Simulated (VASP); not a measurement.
Set up this calculation in VASP 6.6.1, as the native input.

```
Task                   : single point
Functional             : PBE
Potentials or basis    : VASP PAW PBE potentials, release 64 (Hg)
Cutoff                 : 500 eV
k mesh                 : 12 × 12 × 4
Occupations            : fermi-dirac, width 0.1 eV
Spin                   : no spin polarisation
Dipole correction      : no
Further INCAR settings : ALGO = Normal; EDIFF = 1e-06; NBANDS = 32
```

The structure of Hg lies in POSCAR:

```
Hg
1.0
    3.5190168167      0.0000000000      0.0000000000
   -1.7595084084      3.0475579596      0.0000000000
    0.0000000000      0.0000000000     11.1480653638
Hg
4
Direct
    0.0000000000      1.0000000000      0.0000000000
    0.0000000000      1.0000000000      0.5000000000
    0.3333333333      0.6666666667      0.2500000000
    0.6666666667      0.3333333333      0.7500000000
```

The input as run:

INCAR

```
PREC     = Accurate       # precision mode
ENCUT    = 500            # plane-wave cutoff, eV
EDIFF    = 1E-6           # SCF threshold, eV
ISMEAR   = -1             # smearing method
SIGMA    = 0.1            # smearing width, eV
LREAL    = F              # projectors in reciprocal space
LASPH    = T              # aspherical terms in the spheres
NELM     = 120            # most SCF steps
ALGO     = Normal         # electronic algorithm
ISIF     = 2              # what is computed and relaxed
LWAVE    = F              # write WAVECAR
LCHARG   = T              # write CHGCAR
GGA      = PE             # functional
LELF     = T              # ELF
LVHAR    = T            
NBANDS   = 32             # bands
GGA_COMPAT= F
```

KPOINTS

```
Automatic mesh
0
Gamma
  12 12 4
```

Potentials or basis: VASP PAW PBE potentials, release 64 (Hg).

Command:

```sh
$ cat potpaw_PBE.64/Hg/POTCAR > POTCAR
$ mpirun -np 1 vasp_std > vasp.out
```

It gave:

- Pressure: 0.3 GPa
- Band gap on the k mesh: zero (bands 24 and 25 overlap by 0.03 eV)

Caveat: spin-orbit coupling is left out, which moves the levels of the heavy elements.

It took 68 s on 1 thread of Intel(R) Xeon(R) 6975P-C (Granite Rapids) (shared host), peak memory 0.32 GiB.
